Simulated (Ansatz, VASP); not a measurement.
## Li3HS: VASP beside Ansatz

```xyz
5
Lattice="3.6901 0.0000 0.0000 0.0000 3.6901 0.0000 0.0000 0.0000 3.6901" Properties=species:S:1:pos:R:3 pbc="T T T"
S     1.8451    1.8451    1.8451
H     0.0000    0.0000    0.0000
Li    1.8451    0.0000    0.0000
Li    0.0000    1.8451    0.0000
Li    0.0000    0.0000    1.8451
```

Alike in both runs: functional PBE; dispersion D3(BJ); k mesh 6 × 6 × 6; occupations gaussian, width 0.02 eV; no spin polarisation.

Ansatz relaxed the structure, and its values are those at the end. VASP's run is a single point on that final structure, the one shown.

|  | VASP | Ansatz |
| --- | --- | --- |
| version | VASP 6.6.1 | Ansatz 0.2.0 |
| potentials or method | VASP PAW PBE potentials, release 64 (S, H, Li_sv), cutoff 520 eV | scalar-relativistic, plane waves, PAW |
| valence electrons in the cell | 16 | 16 |

```tsv
	VASP	Ansatz	Ansatz less VASP
gap on the k mesh at the Fermi level (eV)	4.59	4.57	-0.016
least direct gap on the mesh (eV)	5.01	4.99	-0.016
```

Noted on VASP's run: the cutoff is short for stress, so the pressure is rough.
